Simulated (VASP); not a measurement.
# Pt3Rh (Pm-3m) in VASP: further runs

Runs on Pt3Rh. Level: LDA. Tasks: single point.

Everything below comes from runs of VASP 6.6.1. Logs are shortened: lines on timing, memory, paths and dates and some standing lists are left out, and cuts for length are marked.

## (1) The cell of the first run

Symmetry: Pm-3m, No. 221, cubic system. The conventional cell has a = 3.910 Å, b = 3.910 Å, c = 3.910 Å, α = 90.00°, β = 90.00°, γ = 90.00°. Within 3.6 Å of Rh (site symmetry m-3m) lie 12 Pt at 2.76 Å. Pt (site symmetry 4/mmm) has 4 Rh at 2.76 Å and 8 Pt at 2.76 Å within 3.6 Å.

## (2) Single point, LDA

The input, INCAR:

```
PREC = Accurate
ENCUT = 520
EDIFF = 1E-6
ISMEAR = 1
SIGMA = 0.25
LREAL = False
LASPH = True
NELM = 100
ALGO = Normal
ISIF = 2
LWAVE = False
LCHARG = False
NBANDS = 30
```

The input, KPOINTS:

```
regular mesh
0
Gamma
  6 6 6
```

The input, POSCAR:

```
Pt3Rh
1.0
    3.9098689900      0.0000000000      0.0000000000
    0.0000000000      3.9098689900      0.0000000000
    0.0000000000      0.0000000000      3.9098689900
Rh Pt
1 3
Direct
    0.5000000000      0.5000000000      0.5000000000
    0.5000000000      0.0000000000      0.0000000000
    0.0000000000      0.5000000000      0.0000000000
    0.0000000000      0.0000000000      0.5000000000
```

Potentials or basis: VASP PAW LDA potentials, release 64 (Rh_pv, Pt).

On the command line:

```bash
$ cat potpaw_LDA.64/Rh_pv/POTCAR potpaw_LDA.64/Pt/POTCAR > POTCAR
$ mpirun -np 1 vasp_std > vasp.out
```

OUTCAR:

```text
PREC = Accurate
   ENCUT = 520
   EDIFF = 1E-6
   ISMEAR = 1
   LREAL = False
   LASPH = True
   NELM = 100
   ISIF = 2

 ion  position               nearest neighbor table
   1  0.500  0.500  0.500-   2 2.76   3 2.76   4 2.76   2 2.76   3 2.76   2 2.76   4 2.76   2 2.76
                             3 2.76   4 2.76   3 2.76   4 2.76
   2  0.500  0.000  0.000-   1 2.76   3 2.76   4 2.76   1 2.76   4 2.76   1 2.76   3 2.76   1 2.76
                             3 2.76   4 2.76   4 2.76   3 2.76
   3  0.000  0.500  0.000-   1 2.76   2 2.76   4 2.76   1 2.76   4 2.76   2 2.76   4 2.76   4 2.76
                             1 2.76   2 2.76   1 2.76   2 2.76
   4  0.000  0.000  0.500-   1 2.76   2 2.76   3 2.76   2 2.76   3 2.76   1 2.76   3 2.76   3 2.76
                             1 2.76   2 2.76   2 2.76   1 2.76

  LATTYP: Found a simple cubic cell.
 ALAT       =     3.9098689900

  Lattice vectors:

 A1 = (   3.9098689900,   0.0000000000,   0.0000000000)
 A2 = (   0.0000000000,   3.9098689900,   0.0000000000)
 A3 = (   0.0000000000,   0.0000000000,   3.9098689900)

Analysis of symmetry for initial positions (statically):
=====================================================================
 Subroutine PRICEL returns:
 Original cell was already a primitive cell.

 Routine SETGRP: Setting up the symmetry group for a
 simple cubic supercell.

 Subroutine GETGRP returns: Found 48 space group operations
[... 9 lines left out ...]

 Routine SETGRP: Setting up the symmetry group for a
 simple cubic supercell.

 Subroutine GETGRP returns: Found 48 space group operations
[... 11 lines left out ...]
                                     Primitive cell

  volume of cell :      59.7705

  direct lattice vectors                    reciprocal lattice vectors
     3.909868990  0.000000000  0.000000000     0.255763045  0.000000000  0.000000000
     0.000000000  3.909868990  0.000000000     0.000000000  0.255763045  0.000000000
     0.000000000  0.000000000  3.909868990     0.000000000  0.000000000  0.255763045

  length of vectors
     3.909868990  3.909868990  3.909868990     0.255763045  0.255763045  0.255763045

  position of ions in fractional coordinates (direct lattice)
     0.500000000  0.500000000  0.500000000
     0.500000000  0.000000000  0.000000000
     0.000000000  0.500000000  0.000000000
     0.000000000  0.000000000  0.500000000

  ion indices of the primitive-cell ions
   primitive index   ion index
                 1           1
                 2           2
[... 66 lines left out ...]
   LASPH  =      T    aspherical Exc in radial PAW
   ENCUT  =  520.0 eV  38.22 Ry    6.18 a.u.   7.27  7.27  7.27*2*pi/ulx,y,z
   NELM   =    100;   NELMIN=  2; NELMDL= -5     # of ELM steps
   EDIFF  = 0.1E-05   stopping-criterion for ELM
   LREAL  =      F    real-space projection
   EDIFFG = 0.1E-04   stopping-criterion for IOM
   NSW    =      0    number of steps for IOM
   IBRION =     -1    ionic relax: 0-MD 1-quasi-New 2-CG
   NFREE  =      0    steps in history (QN), initial steepest desc. (CG)
   ISIF   =      2    stress and relaxation
   ISYM   =      2    0-nonsym 1-usesym 2-fastsym
   POTIM  = 0.5000    time-step for ionic-motion
   TEBEG  =    0.0;   TEEND  =   0.0 temperature during run
   PSTRESS=    0.0 pullay stress
   NELECT =      45.0000    total number of electrons
   NUPDOWN=      -1.0000    fix difference up-down
   EMIN   =  10.00;   EMAX   =-10.00  energy-range for DOS
   EFERMI =   0.00;   METHOD = LEGACY
   ISMEAR =     1;   SIGMA  =   0.25  broadening in eV -4-tet -1-fermi 0-gaus
   EFERMI_NEDOS =   21; number of points for ismear=-14 and -15
   IALGO  =     38    algorithm
   IMIX   =      4    mixing-type and parameters
     AMIX     =   0.40;   BMIX     =  1.00
     AMIX_MAG =   1.60;   BMIX_MAG =  1.00
  volume/ion in A,a.u.               =      14.94       100.84
  Fermi-wavevector in a.u.,A,eV,Ry     =   1.489304  2.814377 30.178096  2.218028
  Thomas-Fermi vector in A             =   2.602230
   LORBIT       =      0    0 simple, 1 ext, 2 COOP (PROOUT), +10 PAW based schemes
   GGA     = CA    functional components
   LHFCALC =     F    Hartree Fock is set to
   AEXX    =    0.0000 exact exchange contribution
   IVDW    =     0    specifies the selected vdW correction
   LEPSILON=     F    determine dielectric tensor
   LRPA    =     F    only Hartree local field effects (RPA)
 non-spin polarized calculation
 Methfessel and Paxton  Order N= 1 SIGMA  =   0.25
  energy-cutoff  :      520.00
  volume of cell :       59.77
 maximum number of plane-waves:      1640
 NGX is ok and might be reduce to    30
   NGX = 15   NGY = 15   NGZ = 15

 number of electron      45.0000005 magnetization

 Free energy of the ion-electron system (eV)
  ---------------------------------------------------
  ext. energy  EPLUGINS =         0.00000000
  ---------------------------------------------------
  free energy    TOTEN  =       -31.16671836 eV

  energy without entropy =      -31.14260215  energy(sigma->0) =      -31.15867963

 E-fermi :  11.0846     XC(G=0): -13.7641

 val. band max:       11.0842371487   @ k =   0.5000   0.3333   0.3333
 cond. band min:      11.0912294429   @ k =   0.5000   0.5000   0.5000
 fundamental gap:      0.0069922942
 Fermi energy:        11.0845927606

 k-point     1 :       0.0000    0.0000    0.0000
  band No.  band energies     occupation
      1     -35.1338      2.00000
      2     -35.1338      2.00000
      3     -35.1338      2.00000
      4       1.3124      2.00000
      5       4.0990      2.00000
      6       4.3164      2.00000
[... 649 lines left out ...]
     29      16.8495      0.00000
     30      16.8495      0.00000

------------------------ aborting loop because EDIFF is reached ----------------------------------------

  FORCE on cell =-STRESS in cart. coord.  units (eV):
  Direction    XX          YY          ZZ          XY          YZ          ZX
  --------------------------------------------------------------------------------------
  -------------------------------------------------------------------------------------
  Total       -3.7891324     -3.7891324     -3.7891324      0.0000000     -0.0000000     -0.0000000
  in kB     -101.5696015   -101.5696015   -101.5696015      0.0000000     -0.0000000     -0.0000000
  external PRESSURE =    -101.5696015 kB  Pullay stress =       0.0000000 kB

 VOLUME and BASIS-vectors are now :
 -----------------------------------------------------------------------------
  energy-cutoff  :      520.00
  volume of cell :       59.77
      direct lattice vectors                 reciprocal lattice vectors
     3.909868990  0.000000000  0.000000000     0.255763045  0.000000000  0.000000000
     0.000000000  3.909868990  0.000000000     0.000000000  0.255763045  0.000000000
     0.000000000  0.000000000  3.909868990     0.000000000  0.000000000  0.255763045

 POSITION                                       TOTAL-FORCE (eV/Angst)
 -----------------------------------------------------------------------------------
      1.95493      1.95493      1.95493         0.000000      0.000000      0.000000
      1.95493      0.00000      0.00000         0.000000      0.000000      0.000000
      0.00000      1.95493      0.00000         0.000000      0.000000      0.000000
      0.00000      0.00000      1.95493         0.000000      0.000000      0.000000
 -----------------------------------------------------------------------------------
    total drift:                                0.000000      0.000000      0.000000

  FREE ENERGIE OF THE ION-ELECTRON SYSTEM (eV)
  ---------------------------------------------------
  free  energy   TOTEN  =       -31.1667183641 eV

  energy  without entropy=      -31.1426021486  energy(sigma->0) =      -31.15867963
```

OSZICAR:

```text
N       E                     dE             d eps       ncg     rms          rms(c)
DAV:   1     0.363876528995E+03    0.36388E+03   -0.24724E+04  1208   0.151E+03
DAV:   2    -0.221487446847E+02   -0.38603E+03   -0.36947E+03  1302   0.394E+02
DAV:   3    -0.331107544938E+02   -0.10962E+02   -0.10669E+02  1356   0.687E+01
DAV:   4    -0.332049730031E+02   -0.94219E-01   -0.94141E-01  1326   0.648E+00
DAV:   5    -0.332062404618E+02   -0.12675E-02   -0.12674E-02  1368   0.803E-01    0.239E+01
DAV:   6    -0.318428847199E+02    0.13634E+01   -0.58261E+00  1266   0.180E+01    0.147E+01
DAV:   7    -0.322544473528E+02   -0.41156E+00   -0.13378E+01  1266   0.224E+01    0.117E+01
DAV:   8    -0.311873712348E+02    0.10671E+01   -0.26769E+00  1260   0.154E+01    0.360E+00
DAV:   9    -0.311707460923E+02    0.16625E-01   -0.83026E-02  1290   0.201E+00    0.136E+00
DAV:  10    -0.311669001194E+02    0.38460E-02   -0.91053E-03  1308   0.890E-01    0.196E-01
DAV:  11    -0.311667353142E+02    0.16481E-03   -0.45483E-04  1344   0.213E-01    0.111E-01
DAV:  12    -0.311667222880E+02    0.13026E-04   -0.45403E-05  1364   0.713E-02    0.346E-02
DAV:  13    -0.311667184846E+02    0.38035E-05   -0.55993E-06  1230   0.249E-02    0.308E-03
DAV:  14    -0.311667183641E+02    0.12048E-06   -0.33232E-07   690   0.463E-03
   1 F= -.31166718E+02 E0= -.31158680E+02  d E =-.241162E-01
```

stdout:

```text
POSCAR found type information on POSCAR RhPt
 POSCAR found :  2 types and       4 ions
 scaLAPACK will be used
 LDA part: xc-table for (Slater(with rela. corr.)+CA(PZ))
 , standard interpolation
 POSCAR, INCAR and KPOINTS ok, starting setup
 FFT: planning ... GRIDC
 FFT: planning ... GRID_SOFT
 FFT: planning ... GRID
 WAVECAR not read
 entering main loop
```

Run time: 32 s. Hardware: 1 thread of AMD EPYC 7R43 (Zen 3), shared host; peak memory 0.13 GiB.

What came out:

| Item | Value |
| --- | --- |
| Free energy | -31.1667 eV |
| Pressure | -10.2 GPa |

Caveat: spin-orbit coupling is left out, which moves the levels of the heavy elements.

## (3) Single point, LDA

The input, INCAR:

```
SYSTEM = Pt3Rh
ALGO = Normal ; EDIFF = 1E-7
ENCUT = 520 ; ISIF = 2
ISMEAR = 1 ; LASPH = .True.
LCHARG = .False. ; LREAL = .False.
LWAVE = .False. ; NBANDS = 30
NELM = 60 ; PREC = Accurate
SIGMA = 0.15
```

The input, KPOINTS:

```
k-points
0
Gamma
  6 6 6
  0 0 0
```

POSCAR is that of step 2.

Potentials or basis: VASP PAW LDA potentials, release 64 (Rh_pv, Pt).

On the command line:

```bash
$ cat potpaw_LDA.64/Rh_pv/POTCAR potpaw_LDA.64/Pt/POTCAR > POTCAR
$ mpirun -np 1 vasp_std > vasp.out
```

It took 43 s on 1 thread of AMD EPYC 7R43 (Zen 3), shared host; peak memory 0.13 GiB.

The run converged. Its results:

| Quantity | Value |
| --- | --- |
| Free energy | -31.1601 eV |
| Pressure | -10.2 GPa |

Levels at points of the mesh, in eV from the Fermi level:
```csv
k point,band 21,band 22,band 23,band 24,band 25,band 26
"(0.00, 0.00, 0.00)",0.45,0.65,0.65,0.65,2.03,2.03
"(0.50, 0.00, 0.00)",-1.38,-0.90,-0.54,0.45,0.66,7.22
"(0.50, 0.50, 0.00)",-1.75,-1.38,-1.38,1.90,1.92,1.92
"(0.50, 0.50, 0.50)",0.01,0.01,0.20,0.20,0.20,0.24
```

Caveat: spin-orbit coupling is left out, which moves the levels of the heavy elements.

## (4) Single point, LDA

The input, INCAR:

```
  PREC = Accurate
  ENCUT = 520
  EDIFF = 1E-7
  ISMEAR = 1
  SIGMA = 0.1
  LREAL = F
  LASPH = T
  NELM = 100
  ALGO = Normal
  ISIF = 2
  LWAVE = F
  LCHARG = F
  GGA = CA
  NBANDS = 30
```

The input, KPOINTS:

```
regular mesh
0
Gamma
  6 6 6
```

POSCAR is that of step 3.

On the command line:

```bash
$ cat potpaw_LDA.64/Rh_pv/POTCAR potpaw_LDA.64/Pt/POTCAR > POTCAR
$ mpirun -np 1 vasp_std > vasp.out
```

Wall time 39 s (1 thread of AMD EPYC 7R43 (Zen 3), shared host); peak memory 0.13 GiB.

Results (log left out):

```
Free energy : -31.1574 eV
Pressure    : -10.2 GPa
```

Levels at points of the mesh, in eV from the Fermi level:
```
           k point  band 20  band 21  band 22  band 23  band 24  band 25  band 26  band 27
(0.00, 0.00, 0.00)     0.45     0.45     0.66     0.66     0.66     2.04     2.04     2.04
(0.50, 0.00, 0.00)    -1.74    -1.38    -0.90    -0.53     0.46     0.66     7.22     8.16
(0.50, 0.50, 0.00)    -1.78    -1.75    -1.37    -1.37     1.90     1.92     1.92     2.49
(0.50, 0.50, 0.50)     0.01     0.01     0.01     0.20     0.20     0.20     0.24     0.24
```

Caveat: spin-orbit coupling is left out, which moves the levels of the heavy elements.

## (5) Single point, LDA

The input, INCAR:

```
SYSTEM = Pt3Rh
ALGO     = Normal         ! electronic algorithm
EDIFF    = 1E-6           ! SCF threshold, eV
ENCUT    = 520            ! plane-wave cutoff, eV
ISIF     = 2              ! what is computed and relaxed
ISMEAR   = 1              ! smearing method
LASPH    = .True.         ! aspherical terms in the spheres
LCHARG   = .False.        ! write CHGCAR
LREAL    = .False.        ! projectors in reciprocal space
LWAVE    = .False.        ! write WAVECAR
NBANDS   = 30             ! bands
NELM     = 80             ! most SCF steps
PREC     = Accurate       ! precision mode
SIGMA    = 0.05           ! smearing width, eV
```

The input, KPOINTS:

```
k-points
0
Gamma
  6 6 6
  0 0 0
```

POSCAR is that of step 4.

On the command line:

```bash
$ cat potpaw_LDA.64/Rh_pv/POTCAR potpaw_LDA.64/Pt/POTCAR > POTCAR
$ mpirun -np 1 vasp_std > vasp.out
```

It took 35 s on 1 thread of AMD EPYC 7R43 (Zen 3), shared host; peak memory 0.13 GiB.

The run converged. Its results:

- Free energy: -31.1541 eV
- Pressure: -10.2 GPa

Levels at points of the mesh, in eV from the Fermi level:
```csv
k point,band 21,band 22,band 23,band 24,band 25,band 26
"(0.00, 0.00, 0.00)",0.45,0.66,0.66,0.66,2.04,2.04
"(0.50, 0.00, 0.00)",-1.37,-0.90,-0.53,0.46,0.67,7.23
"(0.50, 0.50, 0.00)",-1.74,-1.37,-1.37,1.91,1.92,1.92
"(0.50, 0.50, 0.50)",0.01,0.01,0.20,0.20,0.20,0.25
```

Caveat: spin-orbit coupling is left out, which moves the levels of the heavy elements.

## (6) Single point, LDA

The input, INCAR:

```
  PREC = Accurate
  ENCUT = 520
  EDIFF = 1E-6
  ISMEAR = 1
  SIGMA = 0.025
  LREAL = F
  LASPH = T
  NELM = 100
  ALGO = Normal
  ISIF = 2
  LWAVE = F
  LCHARG = F
  GGA = CA
  NBANDS = 30
```

The input, KPOINTS:

```
regular mesh
0
Gamma
  6 6 6
```

POSCAR is that of step 5.

Potentials or basis: VASP PAW LDA potentials, release 64 (Rh_pv, Pt).

On the command line:

```bash
$ cat potpaw_LDA.64/Rh_pv/POTCAR potpaw_LDA.64/Pt/POTCAR > POTCAR
$ mpirun -np 1 vasp_std > vasp.out
```

Wall time 40 s (1 thread of AMD EPYC 7R43 (Zen 3), shared host); peak memory 0.13 GiB.

The run converged. Its results:

```yaml
Free_energy: -31.1525 eV
Pressure: -10.3 GPa
```

Levels at points of the mesh, in eV from the Fermi level:
```csv
k point,band 19,band 20,band 21,band 22,band 23,band 24,band 25,band 26,band 27,band 28
"(0.00, 0.00, 0.00)",0.46,0.46,0.46,0.67,0.67,0.67,2.05,2.05,2.05,8.83
"(0.50, 0.00, 0.00)",-1.73,-1.73,-1.36,-0.90,-0.52,0.46,0.67,7.23,8.17,8.17
"(0.50, 0.50, 0.00)",-1.81,-1.77,-1.73,-1.36,-1.36,1.92,1.93,1.93,2.51,10.73
"(0.50, 0.50, 0.50)",-0.13,0.01,0.01,0.01,0.21,0.21,0.21,0.25,0.25,5.77
```

Caveat: spin-orbit coupling is left out, which moves the levels of the heavy elements.

## (7) The runs side by side

| smearing | gap on the mesh (eV) | pressure (GPa) |
| --- | --- | --- |
| methfessel-paxton 0.25 eV | none | -10.2 |
| methfessel-paxton 0.15 eV | none | -10.2 |
| methfessel-paxton 0.1 eV | none | -10.2 |
| methfessel-paxton 0.05 eV | none | -10.2 |
| methfessel-paxton 0.025 eV | none | -10.3 |

Alike in all rows: task single point; level LDA; potentials or basis VASP PAW LDA potentials, release 64 (Rh_pv, Pt); no spin polarisation; cell as given; k mesh 6 × 6 × 6; cutoff (eV) 520.

Every run on the cell as given and a fine mesh finds a metal.

Caveats: spin-orbit coupling is left out, which moves the levels of the heavy elements.

Total energies depend on the potentials used, so only differences within one code and one set of settings carry meaning.
